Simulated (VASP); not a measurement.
# InSb (F-43m) in VASP: a series of runs

The runs below take InSb through single point, with PBE.

Program: VASP 6.6.1. These are calculated values, not measurements. Logs are shortened: lines on timing, memory, paths and dates and some standing lists are left out, and cuts for length are marked.

### 1 The cell of the first run

The structure is cubic, space group F-43m (No. 216). The conventional cell has a = 6.435 Å, b = 6.435 Å, c = 6.435 Å, α = 90.00°, β = 90.00°, γ = 90.00°. In (site symmetry -43m) has 4 Sb at 2.79 Å within 3.7 Å. Within 3.7 Å of Sb (site symmetry -43m) lie 4 In at 2.79 Å.

### 2 Single point, PBE (33.30 Å³/atom)

INCAR reads:

```
ALGO     = Normal         # electronic algorithm
EDIFF    = 1E-7           # SCF threshold, eV
ENCUT    = 520            # plane-wave cutoff, eV
GGA      = PE             # functional
ISIF     = 2              # what is computed and relaxed
ISMEAR   = -1             # smearing method
LASPH    = True           # aspherical terms in the spheres
LCHARG   = True           # write CHGCAR
LELF     = True           # ELF
LREAL    = False          # projectors in reciprocal space
LVHAR    = True         
LWAVE    = False          # write WAVECAR
NBANDS   = 16             # bands
NELM     = 100            # most SCF steps
PREC     = Accurate       # precision mode
SIGMA    = 0.05           # smearing width, eV
```

KPOINTS reads:

```
k-points
0
Gamma
  12 12 12
```

POSCAR reads:

```
InSb
1.0
    0.0000000000      3.2173604188      3.2173604188
    3.2173604188      0.0000000000      3.2173604188
    3.2173604188      3.2173604188      0.0000000000
In Sb
1 1
Direct
    0.0000000000      0.0000000000      0.0000000000
    0.7500000000      0.7500000000      0.7500000000
```

Potentials or basis: VASP PAW PBE potentials, release 64 (In_d, Sb).

Run with:

```sh
cat potpaw_PBE.64/In_d/POTCAR potpaw_PBE.64/Sb/POTCAR > POTCAR
mpirun -np 1 vasp_std > vasp.out
```

OUTCAR:

```text
EDIFF = 1E-7
   ENCUT = 520
   GGA = PE
   ISIF = 2
   ISMEAR = -1
   LASPH = True
   LREAL = False
   NELM = 100
   PREC = Accurate

 ion  position               nearest neighbor table
   1  0.000  0.000  0.000-   2 2.79   2 2.79   2 2.79   2 2.79
   2  0.750  0.750  0.750-   1 2.79   1 2.79   1 2.79   1 2.79

  LATTYP: Found a face centered cubic cell.
 ALAT       =     6.4347208376

  Lattice vectors:

 A1 = (   0.0000000000,   3.2173604188,   3.2173604188)
 A2 = (   3.2173604188,   0.0000000000,   3.2173604188)
 A3 = (   3.2173604188,   3.2173604188,   0.0000000000)

Analysis of symmetry for initial positions (statically):
=====================================================================
 Subroutine PRICEL returns:
 Original cell was already a primitive cell.

 Routine SETGRP: Setting up the symmetry group for a
 face centered cubic supercell.

 Subroutine GETGRP returns: Found 24 space group operations
 (whereof 24 operations were pure point group operations)
 out of a pool of 48 trial point group operations.

The static configuration has the point symmetry T_d .

Analysis of symmetry for dynamics (positions and initial velocities):
=====================================================================
 Subroutine PRICEL returns:
 Original cell was already a primitive cell.

 Routine SETGRP: Setting up the symmetry group for a
 face centered cubic supercell.

 Subroutine GETGRP returns: Found 24 space group operations
 (whereof 24 operations were pure point group operations)
 out of a pool of 48 trial point group operations.

The dynamic configuration has the point symmetry T_d .

 Subroutine INISYM returns: Found 24 space group operations
 (whereof 24 operations are pure point group operations),
 and found     1 'primitive' translations

----------------------------------------------------------------------------------------

                                     Primitive cell

  volume of cell :      66.6084

  direct lattice vectors                    reciprocal lattice vectors
     0.000000000  3.217360419  3.217360419    -0.155406897  0.155406897  0.155406897
     3.217360419  0.000000000  3.217360419     0.155406897 -0.155406897  0.155406897
     3.217360419  3.217360419  0.000000000     0.155406897  0.155406897 -0.155406897

  length of vectors
     4.550034739  4.550034739  4.550034739     0.269172642  0.269172642  0.269172642

  position of ions in fractional coordinates (direct lattice)
     0.000000000  0.000000000  0.000000000
     0.750000000  0.750000000  0.750000000

  ion indices of the primitive-cell ions
   primitive index   ion index
                 1           1
                 2           2

----------------------------------------------------------------------------------------

 KPOINTS: k-points

Automatic generation of k-mesh.
 Grid dimensions read from file:
 generate k-points for:   12   12   12

 Generating k-lattice:

  Cartesian coordinates                     Fractional coordinates (reciprocal lattice)
    -0.012950575  0.012950575  0.012950575     0.083333333  0.000000000  0.000000000
     0.012950575 -0.012950575  0.012950575     0.000000000  0.083333333  0.000000000
     0.012950575  0.012950575 -0.012950575     0.000000000  0.000000000  0.083333333

  Length of vectors
     0.022431053  0.022431053  0.022431053

  Shift w.r.t. Gamma in fractional coordinates (k-lattice)
     0.000000000  0.000000000  0.000000000

 Subroutine IBZKPT returns following result:
 ===========================================

 Found     72 irreducible k-points:

 Following reciprocal coordinates:
            Coordinates               Weight
  0.000000  0.000000  0.000000      1.000000
  0.083333  0.000000  0.000000      8.000000
  0.166667  0.000000  0.000000      8.000000
  0.250000  0.000000  0.000000      8.000000
  0.333333  0.000000  0.000000      8.000000
  0.416667  0.000000  0.000000      8.000000
[... 16 lines left out ...]
  0.500000  0.166667  0.000000     24.000000
 -0.416667  0.166667  0.000000     24.000000
 [... further k-points ...]
   k-points           NKPTS =     72   k-points in BZ     NKDIM =     72   number of bands    NBANDS=     16
   number of dos      NEDOS =    301   number of ions     NIONS =      2
   total plane-waves  NPLWV =  46656
   dimension x,y,z NGX =    36 NGY =   36 NGZ =   36
   dimension x,y,z NGXF=    72 NGYF=   72 NGZF=   72
   ions per type =               1   1
   NGX,Y,Z   is equivalent  to a cutoff of  13.15, 13.15, 13.15 a.u.
   NGXF,Y,Z  is equivalent  to a cutoff of  26.31, 26.31, 26.31 a.u.
 SYSTEM =  unknown system
   PREC   = accura    normal or accurate (medium, high low for compatibility)
   ISTART =      0    job   : 0-new  1-cont  2-samecut
   ICHARG =      2    charge: 1-file 2-atom 10-const
   ISPIN  =      1    spin polarized calculation?
   LNONCOLLINEAR =      F non collinear calculations
   LSORBIT =      F    spin-orbit coupling
   LASPH  =      T    aspherical Exc in radial PAW
   ENCUT  =  520.0 eV  38.22 Ry    6.18 a.u.   8.46  8.46  8.46*2*pi/ulx,y,z
   NELM   =    100;   NELMIN=  2; NELMDL= -5     # of ELM steps
   EDIFF  = 0.1E-06   stopping-criterion for ELM
   LREAL  =      F    real-space projection
   EDIFFG = 0.1E-05   stopping-criterion for IOM
   NSW    =      0    number of steps for IOM
   IBRION =     -1    ionic relax: 0-MD 1-quasi-New 2-CG
   NFREE  =      0    steps in history (QN), initial steepest desc. (CG)
   ISIF   =      2    stress and relaxation
   ISYM   =      2    0-nonsym 1-usesym 2-fastsym
   POTIM  = 0.5000    time-step for ionic-motion
   TEBEG  =    0.0;   TEEND  =   0.0 temperature during run
   PSTRESS=    0.0 pullay stress
   NELECT =      18.0000    total number of electrons
   NUPDOWN=      -1.0000    fix difference up-down
   EMIN   =  10.00;   EMAX   =-10.00  energy-range for DOS
   EFERMI =   0.00;   METHOD = LEGACY
   ISMEAR =    -1;   SIGMA  =   0.05  broadening in eV -4-tet -1-fermi 0-gaus
   EFERMI_NEDOS =   21; number of points for ismear=-14 and -15
   IALGO  =     38    algorithm
   IMIX   =      4    mixing-type and parameters
     AMIX     =   0.40;   BMIX     =  1.00
     AMIX_MAG =   1.60;   BMIX_MAG =  1.00
  volume/ion in A,a.u.               =      33.30       224.75
  Fermi-wavevector in a.u.,A,eV,Ry     =   1.058415  2.000114 15.241820  1.120242
  Thomas-Fermi vector in A             =   2.193723
   LORBIT       =      0    0 simple, 1 ext, 2 COOP (PROOUT), +10 PAW based schemes
   GGA     = PE    functional components
   LHFCALC =     F    Hartree Fock is set to
   AEXX    =    0.0000 exact exchange contribution
   IVDW    =     0    specifies the selected vdW correction
   LEPSILON=     F    determine dielectric tensor
   LRPA    =     F    only Hartree local field effects (RPA)
 non-spin polarized calculation
  energy-cutoff  :      520.00
  volume of cell :       66.61
 maximum number of plane-waves:      1820
 NGX is ok and might be reduce to    36
   NGX = 17   NGY = 17   NGZ = 17

 number of electron      17.9999998 magnetization

 Free energy of the ion-electron system (eV)
  ---------------------------------------------------
  ext. energy  EPLUGINS =         0.00000000
  ---------------------------------------------------
  free energy    TOTEN  =        -6.87572992 eV

  energy without entropy =       -6.87549087  energy(sigma->0) =       -6.87561040

 E-fermi :   5.4165     XC(G=0):  -8.7746

 val. band max:        5.3262216358   @ k =   0.0000   0.0000   0.0000
 cond. band min:       5.9003939696   @ k =   0.5000   0.0000   0.0000
 fundamental gap:      0.5741723338
 Fermi energy:         5.4164695086

 k-point     1 :       0.0000    0.0000    0.0000
  band No.  band energies     occupation
      1      -9.3259      2.00000
      2      -9.3259      2.00000
      3      -9.3259      2.00000
      4      -9.2347      2.00000
      5      -9.2347      2.00000
      6      -5.5251      2.00000
[... 8 lines left out ...]
     15      13.6476      0.00000
     16      13.6476      0.00000

 k-point     2 :       0.0833    0.0000    0.0000
  band No.  band energies     occupation
      1      -9.3294      2.00000
      2      -9.3243      2.00000
      3      -9.3243      2.00000
      4      -9.2348      2.00000
      5      -9.2348      2.00000
      6      -5.4597      2.00000
[... 8 lines left out ...]
     15      13.0993      0.00000
     16      13.0993      0.00000

 k-point     3 :       0.1667    0.0000    0.0000
  band No.  band energies     occupation
      1      -9.3390      2.00000
      2      -9.3200      2.00000
      3      -9.3200      2.00000
      4      -9.2350      2.00000
      5      -9.2350      2.00000
      6      -5.2683      2.00000
[... 8 lines left out ...]
     15      12.6574      0.00000
     16      12.6574      0.00000

 k-point     4 :       0.2500    0.0000    0.0000
  band No.  band energies     occupation
      1      -9.3520      2.00000
      2      -9.3146      2.00000
      3      -9.3146      2.00000
      4      -9.2349      2.00000
      5      -9.2349      2.00000
      6      -4.9684      2.00000
[... 8 lines left out ...]
     15      12.6322      0.00000
     16      12.6322      0.00000
[... 324 lines left out ...]
 k-point    22 :       0.4167    0.1667    0.0000
  band No.  band energies     occupation
      1      -9.3792      2.00000
      2      -9.3025      2.00000
      3      -9.2995      2.00000
      4      -9.2409      2.00000
      5      -9.2306      2.00000
      6      -4.2768      2.00000
[... 8 lines left out ...]
     15      14.0121      0.00000
     16      14.6252      0.00000

 k-point    23 :       0.5000    0.1667    0.0000
  band No.  band energies     occupation
      1      -9.3836      2.00000
      2      -9.3012      2.00000
      3      -9.2981      2.00000
      4      -9.2388      2.00000
      5      -9.2316      2.00000
      6      -3.9911      2.00000
[... 8 lines left out ...]
     15      14.4293      0.00000
     16      14.6652      0.00000

 k-point    24 :      -0.4167    0.1667    0.0000
  band No.  band energies     occupation
      1      -9.3832      2.00000
      2      -9.3012      2.00000
      3      -9.2991      2.00000
      4      -9.2364      2.00000
      5      -9.2336      2.00000
      6      -3.9455      2.00000
[... 8 lines left out ...]
     15      13.6168      0.00000
     16      13.9410      0.00000

 [... further k-points ...]

------------------------ aborting loop because EDIFF is reached ----------------------------------------

  FORCE on cell =-STRESS in cart. coord.  units (eV):
  Direction    XX          YY          ZZ          XY          YZ          ZX
  --------------------------------------------------------------------------------------
  -------------------------------------------------------------------------------------
  Total        1.7481516      1.7481516      1.7481516      0.0000000      0.0000000     -0.0000000
  in kB       42.0494706     42.0494706     42.0494706      0.0000000      0.0000000     -0.0000000
  external PRESSURE =      42.0494706 kB  Pullay stress =       0.0000000 kB

 VOLUME and BASIS-vectors are now :
 -----------------------------------------------------------------------------
  energy-cutoff  :      520.00
  volume of cell :       66.61
      direct lattice vectors                 reciprocal lattice vectors
     0.000000000  3.217360419  3.217360419    -0.155406897  0.155406897  0.155406897
     3.217360419  0.000000000  3.217360419     0.155406897 -0.155406897  0.155406897
     3.217360419  3.217360419  0.000000000     0.155406897  0.155406897 -0.155406897

 POSITION                                       TOTAL-FORCE (eV/Angst)
 -----------------------------------------------------------------------------------
      0.00000      0.00000      0.00000        -0.000000     -0.000000     -0.000000
      4.82604      4.82604      4.82604         0.000000      0.000000      0.000000
 -----------------------------------------------------------------------------------
    total drift:                                0.000000      0.000000      0.000000

  FREE ENERGIE OF THE ION-ELECTRON SYSTEM (eV)
  ---------------------------------------------------
  free  energy   TOTEN  =        -6.8757299180 eV

  energy  without entropy=       -6.8754908729  energy(sigma->0) =       -6.87561040
```

Wall time 2.6 min (1 thread of AMD EPYC, shared host); peak memory 0.22 GiB.

Results:

```
Free energy            : -6.8757 eV
Pressure               : 4.2 GPa
Band gap on the k mesh : zero (filled and empty bands touch)
```

Caveat: the cell stands under pressure; semilocal functionals underestimate gaps, so a narrow gap can read as zero; spin-orbit coupling is left out, which moves the levels of the heavy elements.

### 3 Single point, PBE

This run uses another cell than the first one, of 33.98 Å³/atom.

INCAR reads:

```
PREC = Accurate
ENCUT = 520
EDIFF = 1E-7
ISMEAR = -1
SIGMA = 0.05
LREAL = F
LASPH = T
NELM = 80
ALGO = Normal
ISIF = 2
LWAVE = F
LCHARG = T
GGA = PE
LELF = T
LVHAR = T
NBANDS = 16
```

KPOINTS reads:

```
regular mesh
0
Gamma
  12 12 12
```

POSCAR reads:

```
InSb
1.0
    0.0000000000      3.2391000000      3.2391000000
    3.2391000000      0.0000000000      3.2391000000
    3.2391000000      3.2391000000      0.0000000000
In Sb
1 1
Direct
    0.0000000000      0.0000000000      0.0000000000
    0.7500000000      0.7500000000      0.7500000000
```

Potentials or basis: VASP PAW PBE potentials, release 64 (In_d, Sb).

Run with:

```sh
cat potpaw_PBE.64/In_d/POTCAR potpaw_PBE.64/Sb/POTCAR > POTCAR
mpirun -np 1 vasp_std > vasp.out
```

Run time: 2.7 min. Hardware: 1 thread of AMD EPYC, shared host; peak memory 0.22 GiB.

It converged, with:

* Free energy: -6.9069 eV
* Pressure: 3.1 GPa
* Band gap on the k mesh: zero (filled and empty bands touch)

Levels at points of the mesh, in eV from the Fermi level:
| k point | band 6 | band 7 | band 8 | band 9 | band 10 | band 11 | band 12 | band 13 |
| --- | --- | --- | --- | --- | --- | --- | --- | --- |
| (0.00, 0.00, 0.00) | -10.81 | -0.28 | -0.09 | -0.09 | -0.09 | 2.87 | 2.87 | 2.87 |
| (0.50, 0.00, 0.00) | -9.44 | -5.71 | -1.10 | -1.10 | 0.45 | 3.72 | 3.72 | 6.01 |
| (0.50, 0.50, 0.00) | -8.83 | -6.01 | -2.35 | -2.35 | 1.24 | 1.26 | 8.07 | 8.07 |

Caveat: the cell stands under pressure; semilocal functionals underestimate gaps, so a narrow gap can read as zero; spin-orbit coupling is left out, which moves the levels of the heavy elements.
